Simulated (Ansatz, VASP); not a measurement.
**One calculation of GaN, two programs**

Contents of POSCAR:

```
GaN
1.0
    1.4315295703     -5.3962518680      0.0000000000
    1.4315295703      5.3962518680      0.0000000000
    0.0000000000      0.0000000000      2.8822146307
Ga N
2 2
Direct
    0.3463929762      0.6536070238      0.7500000000
    0.6536070238      0.3463929762      0.2500000000
    0.8517000688      0.1482999312      0.2500000000
    0.1482999312      0.8517000688      0.7500000000
```

INCAR.step1

```
SYSTEM = GaN
PREC = Accurate
ENCUT = 520
ISMEAR = -1
SIGMA = 0.03
LREAL = .False.
LASPH = .True.
NELM = 60
NBANDS = 26
GGA = PE
ALGO = Normal
EDIFF = 1E-4
LWAVE = .True.
LCHARG = .False.
```

INCAR.step2

```
SYSTEM = GaN
PREC = Accurate
ENCUT = 520
EDIFF = 1E-6
ISMEAR = -1
SIGMA = 0.03
LREAL = .False.
LASPH = .True.
NELM = 60
ALGO = Normal
ISIF = 2
LWAVE = .False.
LCHARG = .False.
METAGGA = R2SCAN
LMIXTAU = .True.
LUSE_VDW = .True.
IVDW_NL = 2
BPARAM = 11.95
CPARAM = 0.0093
NBANDS = 26
ISTART = 1
```

Contents of KPOINTS:

```
regular mesh
0
Gamma
  10 10 10
  0 0 0
```

Input for Ansatz:

```yaml
crystal:
  lattice:
    - [1.4315295703, -5.396251868, 0.0]
    - [1.4315295703, 5.396251868, 0.0]
    - [0.0, 0.0, 2.8822146307]
  atoms:
    - { symbol: Ga, position: [0.3463929762, 0.6536070238, 0.75] }
    - { symbol: Ga, position: [0.6536070238, 0.3463929762, 0.25] }
    - { symbol: "N", position: [0.8517000688, 0.1482999312, 0.25] }
    - { symbol: "N", position: [0.1482999312, 0.8517000688, 0.75] }
kpoints:
  mp_grid: { grid: [10, 10, 10] }
  band_path:
    path:
      - [0.0, 0.0, 0.0]
      - [-0.5, 0.5, 0.0]
      - [-0.2675936615, 0.7324063385, 0.0]
      - [0.2675936615, 0.2675936615, 0.0]
      - [0.0, 0.0, 0.5]
      - [0.2675936615, 0.2675936615, 0.5]
      - [-0.2675936615, 0.7324063385, 0.5]
      - [-0.5, 0.5, 0.5]
      - [0.0, 0.5, 0.0]
    npoints: 1
hamiltonian:
  xc: r2scan
  dispersion: rvv10
scf:
  occupations: { method: fermi_dirac, width: 0.03 }
  n_extra_bands: 5
output:
  forces: true
  stress: true
  eigenvalues: true
  write_density: true
  write_potential: true
  elf: true
  volumetric_format: npy
```

Alike in both runs: task single point; functional r2SCAN; dispersion rVV10; k mesh 10 × 10 × 10; occupations fermi-dirac, width 0.03 eV; no spin polarisation.

|  | VASP | Ansatz |
| --- | --- | --- |
| version | VASP 6.6.1 | Ansatz 0.2.0 |
| potentials or method | VASP PAW PBE potentials, release 64 (Ga_d, N) | plane waves, PAW |
| plane-wave cutoff (eV) | 520 | 500 |
| valence electrons in the cell | 36 | 36 |

```csv
,VASP,Ansatz,Ansatz less VASP
gap on the k mesh at the Fermi level (eV),1.19,1.19,-0.001
pressure (GPa),1.0,0.0,-1.03
"traceless stress, the component that is largest in VASP (GPa)",-0.69,0.00,+0.689
rms of the force components (eV/Å),0.028,0.001,-0.0276
```

VASP's potentials were made for PBE, not for r2SCAN. Atom by atom the forces differ by 0.028 eV/Å (rms over components).
